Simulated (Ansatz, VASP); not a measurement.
# Two plane-wave programs on Ta16Cu

The input INCAR:

```
SYSTEM = Ta16Cu
ALGO = Normal ; DIPOL = 0.5 0.5 0.307
EDIFF = 1E-6 ; ENCUT = 520
GGA = PE ; IDIPOL = 3
ISIF = 2 ; ISMEAR = 0
IVDW = 12 ; LASPH = .True.
LCHARG = .False. ; LDIPOL = .True.
LREAL = Auto ; LWAVE = .False.
NBANDS = 108 ; NELM = 100
PREC = Accurate ; SIGMA = 0.1
```

KPOINTS

```
k-points
0
Gamma
  4 4 1
  0 0 0
```

POSCAR

```
Ta16Cu
1.0
    6.5699959905      0.0000000000      0.0000000000
    0.0000000000      6.5699959905      0.0000000000
    0.0000000000      0.0000000000     21.9099229040
Ta Cu
16 1
Direct
    0.2500000000      0.2500000000      0.1825656812
    0.2500000000      0.7500000000      0.1825656812
    0.7500000000      0.2500000000      0.1825656812
    0.7500000000      0.7500000000      0.1825656812
    0.0000000000      0.0000000000      0.2575316683
    0.0000000000      0.5000000000      0.2575316683
    0.5000000000      0.0000000000      0.2575316683
    0.5000000000      0.5000000000      0.2575316683
    0.2500000000      0.2500000000      0.3326484497
    0.2500000000      0.7500000000      0.3326484497
    0.7500000000      0.2500000000      0.3326484497
    0.7500000000      0.7500000000      0.3326484497
    0.0000000000      0.0000000000      0.4020973941
    0.0000000000      0.5000000000      0.4020973941
    0.5000000000      0.0000000000      0.4020973941
    0.5000000000      0.5000000000      0.4020973941
    0.0000000000      0.0000000000      0.5162009448
```

Input for Ansatz:

```yaml
crystal:
  lattice:
    - [6.5699959905, 0.0, 0.0]
    - [0.0, 6.5699959905, 0.0]
    - [0.0, 0.0, 21.909922904]
  atoms:
    - { symbol: Ta, position: [0.25, 0.25, 0.1825656812] }
    - { symbol: Ta, position: [0.25, 0.75, 0.1825656812] }
    - { symbol: Ta, position: [0.75, 0.25, 0.1825656812] }
    - { symbol: Ta, position: [0.75, 0.75, 0.1825656812] }
    - { symbol: Ta, position: [0.0, 0.0, 0.2575316683] }
    - { symbol: Ta, position: [0.0, 0.5, 0.2575316683] }
    - { symbol: Ta, position: [0.5, 0.0, 0.2575316683] }
    - { symbol: Ta, position: [0.5, 0.5, 0.2575316683] }
    - { symbol: Ta, position: [0.25, 0.25, 0.3326484497] }
    - { symbol: Ta, position: [0.25, 0.75, 0.3326484497] }
    - { symbol: Ta, position: [0.75, 0.25, 0.3326484497] }
    - { symbol: Ta, position: [0.75, 0.75, 0.3326484497] }
    - { symbol: Ta, position: [0.0, 0.0, 0.4020973941] }
    - { symbol: Ta, position: [0.0, 0.5, 0.4020973941] }
    - { symbol: Ta, position: [0.5, 0.0, 0.4020973941] }
    - { symbol: Ta, position: [0.5, 0.5, 0.4020973941] }
    - { symbol: Cu, position: [0.0, 0.0, 0.5162009448] }
basis:
  ecutwfc: 420
kpoints:
  mp_grid: { grid: [4, 4, 1] }
hamiltonian:
  xc: pbe
  pseudopotentials: { kind: paw, azcp: { folder: soft_1 } }
  dispersion: d3bj
scf:
  occupations: { method: gaussian, width: 0.1 }
output:
  forces: true
  eigenvalues: true
efield:
  axis: 3
  dipole_correction: true
  ramp_width: 0.04
```

Alike in both runs: task single point; functional PBE; dispersion D3(BJ); k mesh 4 × 4 × 1; occupations gaussian, width 0.1 eV; no spin polarisation.

|  | VASP | Ansatz |
| --- | --- | --- |
| version | VASP 6.6.1 | Ansatz 0.2.0 |
| potentials or method | VASP PAW PBE potentials, release 64 (Ta_pv, Cu), cutoff 520 eV | scalar-relativistic, plane waves, PAW |
| valence electrons in the cell | 187 | 227 |

```csv
,VASP,Ansatz,Ansatz less VASP
gap on the k mesh at the Fermi level (eV),none,none,-
rms of the force components (eV/Å),0.243,0.243,-0.0002
```

Atom by atom the forces differ by 0.008 eV/Å (rms over components). A gap of «none» marks a metal or a gap that the smearing closes. VASP's potentials hold 187 valence electrons a cell and Ansatz's 227, so a difference there can come from the potentials and not from the codes.

Spin-orbit coupling is off throughout.
